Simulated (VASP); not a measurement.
Wanted: the native input for a VASP 6.6.1 run.

```yaml
Task: single point
Functional: PBE
Potentials_or_basis: VASP PAW PBE potentials, release 64 (Sc_sv)
Cutoff: 520 eV
k_mesh: 12 × 12 × 12
Occupations: fermi-dirac, width 0.03 eV
Spin: no spin polarisation
Dipole_correction: no
Further_INCAR_settings: ALGO = Normal; EDIFF = 1e-06; NBANDS = 12
```

The structure of Sc lies in POSCAR:

```
Sc
1.0
    0.0000000000      2.3077279282      2.3077279282
    2.3077279282      0.0000000000      2.3077279282
    2.3077279282      2.3077279282      0.0000000000
Sc
1
Direct
    0.0000000000      0.0000000000      0.0000000000
```

This cell differs from its parent crystal: volume scaled by 1.05.

One way to write it, as run:

INCAR

```
PREC = Accurate
ENCUT = 520
EDIFF = 1E-6
ISMEAR = -1
SIGMA = 0.03
LREAL = F
LASPH = T
NELM = 100
ALGO = Normal
ISIF = 2
LWAVE = F
LCHARG = F
GGA = PE
NBANDS = 12
```

KPOINTS

```
Automatic mesh
0
Gamma
  12 12 12
```

Potentials or basis: VASP PAW PBE potentials, release 64 (Sc_sv).

Run with:

```bash
$ cat potpaw_PBE.64/Sc_sv/POTCAR > POTCAR
$ mpirun -np 1 vasp_std > vasp.out
```

It gave:

* Pressure: 0.2 GPa

Run time: 34 s on 1 thread of Intel Xeon 8259CL, on a shared host, peak memory 0.15 GiB.
